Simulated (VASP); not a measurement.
# In3GaP2 (P6/mmm) in VASP: further runs

The runs below take In3GaP2 through relaxation of cell and atoms, single point, with PBE.

Everything below comes from runs of VASP 6.6.1. Logs are shortened: lines on timing, memory, paths and dates and some standing lists are left out, and cuts for length are marked.

### 1 The cell of the first run

Symmetry: P6/mmm, No. 191, hexagonal system. Conventional cell: a = 6.175 Å, b = 6.175 Å, c = 4.967 Å, α = 90.00°, β = 90.00°, γ = 120.00°. Within 2.4 Å of In (site symmetry mmm) lie 2 P at 1.78 Å. Ga (site symmetry 6/mmm) has 6 In at 3.09 Å and 6 P at 3.57 Å within 4.1 Å. P (site symmetry -6m2) has 3 In at 1.78 Å within 2.4 Å.

The cell was built from a structure type or drawn by symmetry, and may not be a known phase.

### 2 Relaxation of cell and atoms, PBE

INCAR

```
  PREC = Accurate
  ENCUT = 600
  EDIFF = 1E-6
  ISMEAR = 0
  SIGMA = 0.1
  LREAL = F
  LASPH = T
  NELM = 80
  ALGO = Normal
  ISIF = 3
  LWAVE = F
  LCHARG = F
  GGA = PE
  IBRION = 2
  NSW = 90
  EDIFFG = -0.04
```

KPOINTS

```
regular mesh
0
Gamma
  3 3 4
```

POSCAR

```
In3GaP2
1.0
    6.1751448800      0.0000000000      0.0000000000
   -3.0875724400      5.3478323400      0.0000000000
    0.0000000000      0.0000000000      4.9674010200
In Ga P
3 1 2
Direct
    0.5000000000      0.0000000000      0.0000000000
    0.0000000000      0.5000000000      0.0000000000
    0.5000000000      0.5000000000      0.0000000000
    0.0000000000      0.0000000000      0.0000000000
    0.3333333300      0.6666666700      0.0000000000
    0.6666666700      0.3333333300      0.0000000000
```

Potentials or basis: VASP PAW PBE potentials, release 64 (In_d, Ga_d, P).

The run is started by

```console
$ cat potpaw_PBE.64/In_d/POTCAR potpaw_PBE.64/Ga_d/POTCAR potpaw_PBE.64/P/POTCAR > POTCAR
$ mpirun -np 1 vasp_std > vasp.out
```

OUTCAR:

```text
PREC = Accurate
   ENCUT = 600
   EDIFF = 1E-6
   ISMEAR = 0
   LREAL = F
   LASPH = T
   NELM = 80
   ISIF = 3
   GGA = PE
   IBRION = 2
   NSW = 90
   EDIFFG = -0.04

 ion  position               nearest neighbor table
   1  0.500  0.000  0.000-   5 1.78   6 1.78   4 3.09   4 3.09   2 3.09   3 3.09   3 3.09   2 3.09

   2  0.000  0.500  0.000-   5 1.78   6 1.78   3 3.09   3 3.09   4 3.09   4 3.09   1 3.09   1 3.09

   3  0.500  0.500  0.000-   5 1.78   6 1.78   2 3.09   2 3.09   4 3.09   1 3.09   1 3.09   4 3.09

   4  0.000  0.000  0.000-   1 3.09   1 3.09   3 3.09   2 3.09   2 3.09   3 3.09
   5  0.333  0.667  0.000-   2 1.78   1 1.78   3 1.78
   6  0.667  0.333  0.000-   2 1.78   1 1.78   3 1.78

  LATTYP: Found a hexagonal cell.
 ALAT       =     6.1751448800
 C/A-ratio  =     0.8044185386

  Lattice vectors:

 A1 = (   6.1751448800,   0.0000000000,   0.0000000000)
 A2 = (  -3.0875724400,   5.3478323400,   0.0000000000)
 A3 = (   0.0000000000,   0.0000000000,   4.9674010200)

Analysis of symmetry for initial positions (statically):
=====================================================================
 Subroutine PRICEL returns:
 Original cell was already a primitive cell.

 Routine SETGRP: Setting up the symmetry group for a
 hexagonal supercell.

 Subroutine GETGRP returns: Found 24 space group operations
 (whereof 24 operations were pure point group operations)
 out of a pool of 24 trial point group operations.

The static configuration has the point symmetry D_6h.

Analysis of symmetry for dynamics (positions and initial velocities):
=====================================================================
 Subroutine PRICEL returns:
 Original cell was already a primitive cell.

 Routine SETGRP: Setting up the symmetry group for a
 hexagonal supercell.

 Subroutine GETGRP returns: Found 24 space group operations
 (whereof 24 operations were pure point group operations)
 out of a pool of 24 trial point group operations.

The dynamic configuration has the point symmetry D_6h.

 Subroutine INISYM returns: Found 24 space group operations
 (whereof 24 operations are pure point group operations),
 and found     1 'primitive' translations

----------------------------------------------------------------------------------------

                                     Primitive cell

  volume of cell :     164.0417

  direct lattice vectors                    reciprocal lattice vectors
     6.175144880  0.000000000  0.000000000     0.161939520  0.093495826  0.000000000
    -3.087572440  5.347832340  0.000000000     0.000000000  0.186991651  0.000000000
     0.000000000  0.000000000  4.967401020     0.000000000  0.000000000  0.201312517

  length of vectors
     6.175144880  6.175144882  4.967401020     0.186991651  0.186991651  0.201312517

  position of ions in fractional coordinates (direct lattice)
     0.500000000  0.000000000  0.000000000
     0.000000000  0.500000000  0.000000000
     0.500000000  0.500000000  0.000000000
     0.000000000  0.000000000  0.000000000
     0.333333330  0.666666670  0.000000000
     0.666666670  0.333333330  0.000000000

  ion indices of the primitive-cell ions
   primitive index   ion index
                 1           1
                 2           2
                 3           3
                 4           4
                 5           5
                 6           6

----------------------------------------------------------------------------------------

 KPOINTS: regular mesh

Automatic generation of k-mesh.
 Grid dimensions read from file:
 generate k-points for:    3    3    4

 Generating k-lattice:

  Cartesian coordinates                     Fractional coordinates (reciprocal lattice)
     0.053979840  0.031165275  0.000000000     0.333333333  0.000000000  0.000000000
     0.000000000  0.062330550  0.000000000     0.000000000  0.333333333  0.000000000
     0.000000000  0.000000000  0.050328129     0.000000000  0.000000000  0.250000000

  Length of vectors
     0.062330550  0.062330550  0.050328129

  Shift w.r.t. Gamma in fractional coordinates (k-lattice)
     0.000000000  0.000000000  0.000000000

 Subroutine IBZKPT returns following result:
 ===========================================

 Found      9 irreducible k-points:

 Following reciprocal coordinates:
            Coordinates               Weight
  0.000000  0.000000  0.000000      1.000000
  0.333333  0.000000  0.000000      6.000000
  0.333333  0.333333  0.000000      2.000000
  0.000000  0.000000  0.250000      2.000000
  0.333333  0.000000  0.250000     12.000000
  0.333333  0.333333  0.250000      4.000000
  0.000000  0.000000  0.500000      1.000000
  0.333333  0.000000  0.500000      6.000000
  0.333333  0.333333  0.500000      2.000000
   k-points           NKPTS =      9   k-points in BZ     NKDIM =      9   number of bands    NBANDS=     37
   number of dos      NEDOS =    301   number of ions     NIONS =      6
   total plane-waves  NPLWV = 100000
   dimension x,y,z NGX =    50 NGY =   50 NGZ =   40
   dimension x,y,z NGXF=   100 NGYF=  100 NGZF=   80
   ions per type =               3   1   2
   NGX,Y,Z   is equivalent  to a cutoff of  13.46, 13.46, 13.39 a.u.
   NGXF,Y,Z  is equivalent  to a cutoff of  26.92, 26.92, 26.77 a.u.
 SYSTEM =  unknown system
   PREC   = accura    normal or accurate (medium, high low for compatibility)
   ISTART =      0    job   : 0-new  1-cont  2-samecut
   ICHARG =      2    charge: 1-file 2-atom 10-const
   ISPIN  =      1    spin polarized calculation?
   LNONCOLLINEAR =      F non collinear calculations
   LSORBIT =      F    spin-orbit coupling
   LASPH  =      T    aspherical Exc in radial PAW
   ENCUT  =  600.0 eV  44.10 Ry    6.64 a.u.  12.33 12.33  9.92*2*pi/ulx,y,z
   NELM   =     80;   NELMIN=  2; NELMDL= -5     # of ELM steps
   EDIFF  = 0.1E-05   stopping-criterion for ELM
   LREAL  =      F    real-space projection
   EDIFFG = -.4E-01   stopping-criterion for IOM
   NSW    =     90    number of steps for IOM
   IBRION =      2    ionic relax: 0-MD 1-quasi-New 2-CG
   NFREE  =      1    steps in history (QN), initial steepest desc. (CG)
   ISIF   =      3    stress and relaxation
   ISYM   =      2    0-nonsym 1-usesym 2-fastsym
   POTIM  = 0.5000    time-step for ionic-motion
   TEBEG  =    0.0;   TEEND  =   0.0 temperature during run
   PSTRESS=    0.0 pullay stress
   NELECT =      62.0000    total number of electrons
   NUPDOWN=      -1.0000    fix difference up-down
   EMIN   =  10.00;   EMAX   =-10.00  energy-range for DOS
   EFERMI =   0.00;   METHOD = LEGACY
   ISMEAR =     0;   SIGMA  =   0.10  broadening in eV -4-tet -1-fermi 0-gaus
   EFERMI_NEDOS =   21; number of points for ismear=-14 and -15
   IALGO  =     38    algorithm
   IMIX   =      4    mixing-type and parameters
     AMIX     =   0.40;   BMIX     =  1.00
     AMIX_MAG =   1.60;   BMIX_MAG =  1.00
  volume/ion in A,a.u.               =      27.34       184.50
  Fermi-wavevector in a.u.,A,eV,Ry     =   1.183643  2.236761 19.061903  1.401010
  Thomas-Fermi vector in A             =   2.319873
   LORBIT       =      0    0 simple, 1 ext, 2 COOP (PROOUT), +10 PAW based schemes
   GGA     = PE    functional components
   LHFCALC =     F    Hartree Fock is set to
   AEXX    =    0.0000 exact exchange contribution
   IVDW    =     0    specifies the selected vdW correction
   LEPSILON=     F    determine dielectric tensor
   LRPA    =     F    only Hartree local field effects (RPA)
 conjugate gradient relaxation of ions
 non-spin polarized calculation
 Gauss-broadening in eV      SIGMA  =   0.10
  energy-cutoff  :      600.00
  volume of cell :      164.04
 maximum number of plane-waves:      5515
 NGX is ok and might be reduce to    50
   NGX = 25   NGY = 25   NGZ = 19

--------------------------------------- Ionic step        1  -------------------------------------------

 number of electron      62.0000022 magnetization

 Free energy of the ion-electron system (eV)
  ---------------------------------------------------
  ext. energy  EPLUGINS =         0.00000000
  ---------------------------------------------------
  free energy    TOTEN  =        15.75362037 eV

  energy without entropy =       15.76595396  energy(sigma->0) =       15.75978716

 E-fermi :   5.4151     XC(G=0):  -8.3897

 val. band max:        5.3529102577   @ k =   0.3333   0.0000   0.5000
 cond. band min:       5.5570955832   @ k =   0.0000   0.0000   0.5000
 fundamental gap:      0.2041853255
 Fermi energy:         5.4150511487

 k-point     1 :       0.0000    0.0000    0.0000
  band No.  band energies     occupation
      1     -15.9775      2.00000
      2     -14.0264      2.00000
      3     -14.0264      2.00000
      4     -12.6277      2.00000
      5     -12.4937      2.00000
      6     -12.4937      2.00000
[... 29 lines left out ...]
     36       9.9367      0.00000
     37      10.5718      0.00000
[... 420 lines left out ...]
 POSITION                                       TOTAL-FORCE (eV/Angst)
 -----------------------------------------------------------------------------------
      4.98268      0.00000      0.00000         0.000000     -0.000000      0.000000
     -2.49134      4.31513      0.00000         0.000000      0.000000      0.000000
      2.49134      4.31513      0.00000         0.000000     -0.000000      0.000000
      0.00000      0.00000      0.00000         0.000000      0.000000      0.000000
     -0.00000      5.75350      0.00000         0.000000      0.000000      0.000000
      4.98268      2.87675      0.00000        -0.000000      0.000000     -0.000000
 -----------------------------------------------------------------------------------
    total drift:                               -0.000000      0.000000     -0.000000

  FREE ENERGIE OF THE ION-ELECTRON SYSTEM (eV)
  ---------------------------------------------------
  free  energy   TOTEN  =       -14.2322801656 eV

  energy  without entropy=      -14.1700299031  energy(sigma->0) =      -14.20115503

--------------------------------------- Ionic step        4  -------------------------------------------

 number of electron      61.9999935 magnetization

 E-fermi :  -0.0340     XC(G=0):  -5.6428

 val. band max:       -0.0415498541   @ k =   0.3333   0.3333   0.0000
 cond. band min:      -0.0287886154   @ k =   0.3333   0.0000   0.2500
 fundamental gap:      0.0127612388
 Fermi energy:        -0.0340214150

 k-point     1 :       0.0000    0.0000    0.0000
  band No.  band energies     occupation
      1     -16.3185      2.00000
      2     -16.3185      2.00000
      3     -16.2864      2.00000
      4     -16.2864      2.00000
      5     -16.2749      2.00000
      6     -14.9221      2.00000
[... 29 lines left out ...]
     36       2.0398      0.00000
     37       2.0399      0.00000
[... 460 lines left out ...]
 POSITION                                       TOTAL-FORCE (eV/Angst)
 -----------------------------------------------------------------------------------
      4.31827      0.00000      0.00000         0.000000      0.000000     -0.000000
     -2.15914      3.73973      0.00000         0.000000      0.000000     -0.000000
      2.15914      3.73973      0.00000         0.000000      0.000000     -0.000000
      0.00000      0.00000      0.00000         0.000000      0.000000     -0.000000
     -0.00000      4.98631      0.00000        -0.000000     -0.000000      0.000000
      4.31827      2.49316      0.00000        -0.000000     -0.000000     -0.000000
 -----------------------------------------------------------------------------------
    total drift:                               -0.000000      0.000000     -0.000000

  FREE ENERGIE OF THE ION-ELECTRON SYSTEM (eV)
  ---------------------------------------------------
  free  energy   TOTEN  =       -16.1028223442 eV

  energy  without entropy=      -16.0678298552  energy(sigma->0) =      -16.08532610

--------------------------------------- Ionic step        8  -------------------------------------------

 number of electron      61.9999944 magnetization

 Free energy of the ion-electron system (eV)
  ---------------------------------------------------
  ext. energy  EPLUGINS =         0.00000000
  ---------------------------------------------------
  free energy    TOTEN  =       -16.11202413 eV

  energy without entropy =      -16.07703811  energy(sigma->0) =      -16.09453112

 E-fermi :   1.0690     XC(G=0):  -6.3602

 val. band max:        1.0531655133   @ k =   0.3333   0.3333   0.0000
 cond. band min:       1.0752359231   @ k =   0.0000   0.0000   0.5000
 fundamental gap:      0.0220704098
 Fermi energy:         1.0690001767

 k-point     1 :       0.0000    0.0000    0.0000
  band No.  band energies     occupation
      1     -14.7662      2.00000
      2     -14.7376      2.00000
      3     -14.7376      2.00000
      4     -14.6548      2.00000
      5     -14.6547      2.00000
      6     -14.3788      2.00000
[... 29 lines left out ...]
     36       3.3936      0.00000
     37       3.3936      0.00000
[... 331 lines left out ...]
 VOLUME and BASIS-vectors are now :
 -----------------------------------------------------------------------------
  energy-cutoff  :      600.00
  volume of cell :      313.50
      direct lattice vectors                 reciprocal lattice vectors
     8.554998473  0.000000000  0.000000000     0.116890728  0.067486893 -0.000000000
    -4.277499237  7.408846011  0.000000000     0.000000000  0.134973787 -0.000000000
     0.000000000  0.000000000  4.946118333     0.000000000 -0.000000000  0.202178746

 POSITION                                       TOTAL-FORCE (eV/Angst)
 -----------------------------------------------------------------------------------
      4.27750      0.00000      0.00000         0.000000     -0.000000      0.000000
     -2.13875      3.70442      0.00000         0.000000      0.000000      0.000000
      2.13875      3.70442      0.00000         0.000000     -0.000000      0.000000
      0.00000      0.00000      0.00000         0.000000      0.000000      0.000000
     -0.00000      4.93923      0.00000         0.000000      0.000000      0.000000
      4.27750      2.46962      0.00000        -0.000000      0.000000     -0.000000
 -----------------------------------------------------------------------------------
    total drift:                               -0.000000      0.000000     -0.000000

  FREE ENERGIE OF THE ION-ELECTRON SYSTEM (eV)
  ---------------------------------------------------
  free  energy   TOTEN  =       -16.1120241329 eV

  energy  without entropy=      -16.0770381050  energy(sigma->0) =      -16.09453112

 reached required accuracy - stopping structural energy minimisation
```

It took 6.7 min on 1 thread of Intel Xeon 6975P-C (Granite Rapids), shared host; peak memory 0.35 GiB.

What came out:

```yaml
Free_energy: -16.1120 eV
Relaxed_volume: 52.25 Å³/atom
Relaxed_cell: a = 8.555 Å, b = 8.555 Å, c = 4.946 Å, α = 90.00°, β = 90.00°, γ = 120.00°
Space_group_after_relaxing_to_0.1_Å: P6/mmm (No. 191)
Pressure_after_relaxing: 0.0 GPa
Band_gap_on_the_k_mesh: zero (bands 31 and 32 overlap by 0.36 eV)
```

Final structure:
```xyz
6
Lattice="8.5550 0.0000 0.0000 -4.2775 7.4088 0.0000 0.0000 0.0000 4.9461" Properties=species:S:1:pos:R:3 pbc="T T T"
In    4.2775    0.0000    0.0000
In   -2.1387    3.7044    0.0000
In    2.1387    3.7044    0.0000
Ga    0.0000    0.0000    0.0000
P     0.0000    4.9392    0.0000
P     4.2775    2.4696    0.0000
```

Caveat: the k points lie up to 0.32 Å⁻¹ apart in the final cell; the volume moved by over 15 % at a fixed basis, so the end points are rough; semilocal functionals underestimate gaps, so a narrow gap can read as zero; spin-orbit coupling is left out, which moves the levels of the heavy elements.

(Continued in part 2 of 2.)
